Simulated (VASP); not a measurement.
# H3Rh (Pm-3m) in VASP: a series of runs

H3Rh is run at these levels: PBE; tasks: single point, relaxation of cell and atoms.

Everything below comes from runs of VASP 6.6.1. Logs are shortened: lines on timing, memory, paths and dates and some standing lists are left out, and cuts for length are marked.

**1. The cell of the first run**

Symmetry: Pm-3m, No. 221, cubic system. The conventional cell has a = 3.328 Å, b = 3.328 Å, c = 3.328 Å, α = 90.00°, β = 90.00°, γ = 90.00°. Within 2.2 Å of H (site symmetry 4/mmm) lie 2 Rh at 1.66 Å. Within 2.2 Å of Rh (site symmetry m-3m) lie 6 H at 1.66 Å.

**2. Single point, PBE**

Input file INCAR:

```
PREC     = Accurate       # precision mode
ENCUT    = 520            # plane-wave cutoff, eV
EDIFF    = 1E-7           # SCF threshold, eV
ISMEAR   = 0              # smearing method
SIGMA    = 0.1            # smearing width, eV
LREAL    = False          # projectors in reciprocal space
LASPH    = True           # aspherical terms in the spheres
NELM     = 80             # most SCF steps
ALGO     = Normal         # electronic algorithm
ISIF     = 2              # what is computed and relaxed
LWAVE    = False          # write WAVECAR
LCHARG   = True           # write CHGCAR
GGA      = PE             # functional
LELF     = True           # ELF
LVHAR    = True         
NBANDS   = 17             # bands
```

Input file KPOINTS:

```
Automatic mesh
0
Gamma
  6 6 6
```

Input file POSCAR:

```
H3Rh
1.0
    3.3284584295      0.0000000000      0.0000000000
    0.0000000000      3.3284584295      0.0000000000
    0.0000000000      0.0000000000      3.3284584295
H Rh
3 1
Direct
    0.0000000000      0.5000000000      0.5000000000
    0.5000000000      0.0000000000      0.5000000000
    0.5000000000      0.5000000000      0.0000000000
    0.5000000000      0.5000000000      0.5000000000
```

Potentials or basis: VASP PAW PBE potentials, release 64 (H, Rh_pv).

Launch:

```console
$ cat potpaw_PBE.64/H/POTCAR potpaw_PBE.64/Rh_pv/POTCAR > POTCAR
$ mpirun -np 1 vasp_std > vasp.out
```

OUTCAR:

```text
PREC = Accurate
   ENCUT = 520
   EDIFF = 1E-7
   ISMEAR = 0
   LREAL = False
   LASPH = True
   NELM = 80
   ISIF = 2
   GGA = PE

 ion  position               nearest neighbor table
   1  0.000  0.500  0.500-   4 1.66   4 1.66
   2  0.500  0.000  0.500-   4 1.66   4 1.66
   3  0.500  0.500  0.000-   4 1.66   4 1.66
   4  0.500  0.500  0.500-   1 1.66   2 1.66   3 1.66   3 1.66   2 1.66   1 1.66

  LATTYP: Found a simple cubic cell.
 ALAT       =     3.3284584295

  Lattice vectors:

 A1 = (   3.3284584295,   0.0000000000,   0.0000000000)
 A2 = (   0.0000000000,   3.3284584295,   0.0000000000)
 A3 = (   0.0000000000,   0.0000000000,   3.3284584295)

Analysis of symmetry for initial positions (statically):
=====================================================================
 Subroutine PRICEL returns:
 Original cell was already a primitive cell.

 Routine SETGRP: Setting up the symmetry group for a
 simple cubic supercell.

 Subroutine GETGRP returns: Found 48 space group operations
 (whereof 48 operations were pure point group operations)
 out of a pool of 48 trial point group operations.

The static configuration has the point symmetry O_h .

Analysis of symmetry for dynamics (positions and initial velocities):
=====================================================================
 Subroutine PRICEL returns:
 Original cell was already a primitive cell.

 Routine SETGRP: Setting up the symmetry group for a
 simple cubic supercell.

 Subroutine GETGRP returns: Found 48 space group operations
 (whereof 48 operations were pure point group operations)
 out of a pool of 48 trial point group operations.

The dynamic configuration has the point symmetry O_h .

 Subroutine INISYM returns: Found 48 space group operations
 (whereof 48 operations are pure point group operations),
 and found     1 'primitive' translations

----------------------------------------------------------------------------------------

                                     Primitive cell

  volume of cell :      36.8748

  direct lattice vectors                    reciprocal lattice vectors
     3.328458429  0.000000000  0.000000000     0.300439384  0.000000000  0.000000000
     0.000000000  3.328458429  0.000000000     0.000000000  0.300439384  0.000000000
     0.000000000  0.000000000  3.328458429     0.000000000  0.000000000  0.300439384

  length of vectors
     3.328458429  3.328458429  3.328458429     0.300439384  0.300439384  0.300439384

  position of ions in fractional coordinates (direct lattice)
     0.000000000  0.500000000  0.500000000
     0.500000000  0.000000000  0.500000000
     0.500000000  0.500000000  0.000000000
     0.500000000  0.500000000  0.500000000

  ion indices of the primitive-cell ions
   primitive index   ion index
                 1           1
                 2           2
                 3           3
                 4           4

----------------------------------------------------------------------------------------

 KPOINTS: Automatic mesh

Automatic generation of k-mesh.
 Grid dimensions read from file:
 generate k-points for:    6    6    6

 Generating k-lattice:

  Cartesian coordinates                     Fractional coordinates (reciprocal lattice)
     0.050073231  0.000000000  0.000000000     0.166666667  0.000000000  0.000000000
     0.000000000  0.050073231  0.000000000     0.000000000  0.166666667  0.000000000
     0.000000000  0.000000000  0.050073231     0.000000000  0.000000000  0.166666667

  Length of vectors
     0.050073231  0.050073231  0.050073231

  Shift w.r.t. Gamma in fractional coordinates (k-lattice)
     0.000000000  0.000000000  0.000000000

 Subroutine IBZKPT returns following result:
 ===========================================

 Found     20 irreducible k-points:

 Following reciprocal coordinates:
            Coordinates               Weight
  0.000000  0.000000  0.000000      1.000000
  0.166667  0.000000  0.000000      6.000000
  0.333333  0.000000  0.000000      6.000000
  0.500000  0.000000  0.000000      3.000000
  0.166667  0.166667  0.000000     12.000000
  0.333333  0.166667  0.000000     24.000000
[... 12 lines left out ...]
  0.500000  0.500000  0.333333      6.000000
  0.500000  0.500000  0.500000      1.000000
   k-points           NKPTS =     20   k-points in BZ     NKDIM =     20   number of bands    NBANDS=     17
   number of dos      NEDOS =    301   number of ions     NIONS =      4
   total plane-waves  NPLWV =  21952
   dimension x,y,z NGX =    28 NGY =   28 NGZ =   28
   dimension x,y,z NGXF=    56 NGYF=   56 NGZF=   56
   ions per type =               3   1
   NGX,Y,Z   is equivalent  to a cutoff of  13.99, 13.99, 13.99 a.u.
   NGXF,Y,Z  is equivalent  to a cutoff of  27.97, 27.97, 27.97 a.u.
 SYSTEM =  unknown system
   PREC   = accura    normal or accurate (medium, high low for compatibility)
   ISTART =      0    job   : 0-new  1-cont  2-samecut
   ICHARG =      2    charge: 1-file 2-atom 10-const
   ISPIN  =      1    spin polarized calculation?
   LNONCOLLINEAR =      F non collinear calculations
   LSORBIT =      F    spin-orbit coupling
   LASPH  =      T    aspherical Exc in radial PAW
   ENCUT  =  520.0 eV  38.22 Ry    6.18 a.u.   6.19  6.19  6.19*2*pi/ulx,y,z
   NELM   =     80;   NELMIN=  2; NELMDL= -5     # of ELM steps
   EDIFF  = 0.1E-06   stopping-criterion for ELM
   LREAL  =      F    real-space projection
   EDIFFG = 0.1E-05   stopping-criterion for IOM
   NSW    =      0    number of steps for IOM
   IBRION =     -1    ionic relax: 0-MD 1-quasi-New 2-CG
   NFREE  =      0    steps in history (QN), initial steepest desc. (CG)
   ISIF   =      2    stress and relaxation
   ISYM   =      2    0-nonsym 1-usesym 2-fastsym
   POTIM  = 0.5000    time-step for ionic-motion
   TEBEG  =    0.0;   TEEND  =   0.0 temperature during run
   PSTRESS=    0.0 pullay stress
   NELECT =      18.0000    total number of electrons
   NUPDOWN=      -1.0000    fix difference up-down
   EMIN   =  10.00;   EMAX   =-10.00  energy-range for DOS
   EFERMI =   0.00;   METHOD = LEGACY
   ISMEAR =     0;   SIGMA  =   0.10  broadening in eV -4-tet -1-fermi 0-gaus
   EFERMI_NEDOS =   21; number of points for ismear=-14 and -15
   IALGO  =     38    algorithm
   IMIX   =      4    mixing-type and parameters
     AMIX     =   0.40;   BMIX     =  1.00
     AMIX_MAG =   1.60;   BMIX_MAG =  1.00
  volume/ion in A,a.u.               =       9.22        62.21
  Fermi-wavevector in a.u.,A,eV,Ry     =   1.289009  2.435873 22.606672  1.661544
  Thomas-Fermi vector in A             =   2.420928
   LORBIT       =      0    0 simple, 1 ext, 2 COOP (PROOUT), +10 PAW based schemes
   GGA     = PE    functional components
   LHFCALC =     F    Hartree Fock is set to
   AEXX    =    0.0000 exact exchange contribution
   IVDW    =     0    specifies the selected vdW correction
   LEPSILON=     F    determine dielectric tensor
   LRPA    =     F    only Hartree local field effects (RPA)
 non-spin polarized calculation
 Gauss-broadening in eV      SIGMA  =   0.10
  energy-cutoff  :      520.00
  volume of cell :       36.87
 maximum number of plane-waves:      1021
 NGX is ok and might be reduce to    28
   NGX = 13   NGY = 13   NGZ = 13

 number of electron      17.9999998 magnetization

 Free energy of the ion-electron system (eV)
  ---------------------------------------------------
  ext. energy  EPLUGINS =         0.00000000
  ---------------------------------------------------
  free energy    TOTEN  =       -16.25935540 eV

  energy without entropy =      -16.25003424  energy(sigma->0) =      -16.25469482

 E-fermi :   1.0908     XC(G=0):  -9.5359

 val. band max:        1.0045802933   @ k =   0.5000   0.1667   0.0000
 cond. band min:       1.1070909653   @ k =   0.0000   0.0000   0.0000
 fundamental gap:      0.1025106720
 Fermi energy:         1.0908498570

 k-point     1 :       0.0000    0.0000    0.0000
  band No.  band energies     occupation
      1     -44.1407      2.00000
      2     -44.1407      2.00000
      3     -44.1407      2.00000
      4      -5.7089      2.00000
      5      -4.3919      2.00000
      6      -4.3919      2.00000
[... 9 lines left out ...]
     16      21.1917      0.00000
     17      21.1917      0.00000

 k-point     2 :       0.1667    0.0000    0.0000
  band No.  band energies     occupation
      1     -44.1558      2.00000
      2     -44.1400      2.00000
      3     -44.1400      2.00000
      4      -5.4072      2.00000
      5      -4.3569      2.00000
      6      -4.0178      2.00000
[... 9 lines left out ...]
     16      18.0465      0.00000
     17      20.9433      0.00000

 k-point     3 :       0.3333    0.0000    0.0000
  band No.  band energies     occupation
      1     -44.1859      2.00000
      2     -44.1386      2.00000
      3     -44.1386      2.00000
      4      -4.9642      2.00000
      5      -4.2864      2.00000
      6      -2.6537      2.00000
[... 9 lines left out ...]
     16      18.5904      0.00000
     17      19.7409      0.00000

 k-point     4 :       0.5000    0.0000    0.0000
  band No.  band energies     occupation
      1     -44.2009      2.00000
      2     -44.1379      2.00000
      3     -44.1379      2.00000
      4      -4.7992      2.00000
      5      -4.2506      2.00000
      6      -1.1846      2.00000
[... 9 lines left out ...]
     16      18.6618      0.00000
     17      18.6618      0.00000
[... 263 lines left out ...]
      1     -44.1960      2.00000
      2     -44.1805      2.00000
      3     -44.1803      2.00000
      4      -2.0685      2.00000
      5      -1.8897      2.00000
      6      -0.6025      2.00000
[... 9 lines left out ...]
     16      15.3087      0.00000
     17      21.4908      0.00000

 k-point    19 :       0.5000    0.5000    0.3333
  band No.  band energies     occupation
      1     -44.1952      2.00000
      2     -44.1952      2.00000
      3     -44.1796      2.00000
      4      -1.8977      2.00000
      5      -0.4379      2.00000
      6      -0.3342      2.00000
[... 9 lines left out ...]
     16      14.2983      0.00000
     17      23.0824      0.00000

 k-point    20 :       0.5000    0.5000    0.5000
  band No.  band energies     occupation
      1     -44.1944      2.00000
      2     -44.1944      2.00000
      3     -44.1944      2.00000
      4      -0.3747      2.00000
      5      -0.3747      2.00000
      6      -0.3747      2.00000
[... 9 lines left out ...]
     16      12.6981      0.00000
     17      23.2830      0.00000

------------------------ aborting loop because EDIFF is reached ----------------------------------------

  FORCE on cell =-STRESS in cart. coord.  units (eV):
  Direction    XX          YY          ZZ          XY          YZ          ZX
  --------------------------------------------------------------------------------------
  -------------------------------------------------------------------------------------
  Total        0.0276283      0.0276283      0.0276283      0.0000000     -0.0000000      0.0000000
  in kB        1.2004275      1.2004275      1.2004275      0.0000000     -0.0000000      0.0000000
  external PRESSURE =       1.2004275 kB  Pullay stress =       0.0000000 kB

 VOLUME and BASIS-vectors are now :
 -----------------------------------------------------------------------------
  energy-cutoff  :      520.00
  volume of cell :       36.87
      direct lattice vectors                 reciprocal lattice vectors
     3.328458429  0.000000000  0.000000000     0.300439384  0.000000000  0.000000000
     0.000000000  3.328458429  0.000000000     0.000000000  0.300439384  0.000000000
     0.000000000  0.000000000  3.328458429     0.000000000  0.000000000  0.300439384

 POSITION                                       TOTAL-FORCE (eV/Angst)
 -----------------------------------------------------------------------------------
      0.00000      1.66423      1.66423         0.000000      0.000000      0.000000
      1.66423      0.00000      1.66423         0.000000      0.000000      0.000000
      1.66423      1.66423      0.00000         0.000000      0.000000      0.000000
      1.66423      1.66423      1.66423         0.000000      0.000000      0.000000
 -----------------------------------------------------------------------------------
    total drift:                                0.000000      0.000000      0.000000

  FREE ENERGIE OF THE ION-ELECTRON SYSTEM (eV)
  ---------------------------------------------------
  free  energy   TOTEN  =       -16.2593554039 eV

  energy  without entropy=      -16.2500342361  energy(sigma->0) =      -16.25469482
```

Wall time 7.1 s (1 thread of Intel Xeon 6975P-C (Granite Rapids), shared host); peak memory 0.15 GiB.

What came out:

```yaml
Free_energy: -16.2594 eV
Pressure: 0.1 GPa
Band_gap_on_the_k_mesh: zero (band 9 reaches 1.15 eV, above the bottom of band 10 at 0.77 eV)
```

Levels at points of the mesh, in eV from the Fermi level:
| k point | band 6 | band 7 | band 8 | band 9 | band 10 | band 11 | band 12 | band 13 |
| --- | --- | --- | --- | --- | --- | --- | --- | --- |
| (0.00, 0.00, 0.00) | -5.48 | 0.02 | 0.02 | 0.02 | 10.36 | 10.36 | 10.36 | 10.49 |
| (0.50, 0.00, 0.00) | -2.28 | -0.58 | -0.58 | 0.06 | 0.90 | 9.24 | 10.93 | 13.14 |
| (0.50, 0.50, 0.00) | -1.38 | -1.38 | -0.49 | -0.49 | -0.32 | 3.10 | 9.16 | 12.28 |
| (0.50, 0.50, 0.50) | -1.47 | -0.66 | -0.66 | -0.66 | -0.29 | -0.29 | 7.99 | 10.80 |

[end of part 1 of 2]
